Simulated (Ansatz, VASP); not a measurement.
## Co in VASP and in Ansatz

```
CELL_PARAMETERS angstrom
2.48736 0.00000 0.00000
-1.24368 2.15412 0.00000
0.00000 0.00000 4.06329
ATOMIC_POSITIONS crystal
Co 0.66667 0.33333 0.25986
Co 0.33333 0.66667 0.74014
```

Alike in both runs: task single point; functional PBE; k mesh 15 × 15 × 8; occupations fermi-dirac, width 0.08 eV; no spin polarisation.

|  | VASP | Ansatz |
| --- | --- | --- |
| version | VASP 6.6.1 | Ansatz 0.2.0 |
| potentials or method | VASP PAW PBE potentials, release 64 (Co) | PAW with Ansatz's default frozen-core files, scalar-relativistic |
| plane-wave cutoff (eV) | 520 | 420 |
| valence electrons in the cell | 18 | 34 |

```tsv
	VASP	Ansatz	Ansatz less VASP
pressure (GPa)	-10.9	-10.5	+0.45
traceless stress, the component that is largest in VASP (GPa)	-1.94	-1.94	+0.003
rms of the force components (eV/Å)	0.329	0.339	+0.0096
```

Atom by atom the forces differ by 0.010 eV/Å (rms over components). VASP's potentials hold 18 valence electrons a cell and Ansatz's 34, so a difference there can come from the potentials and not from the codes.
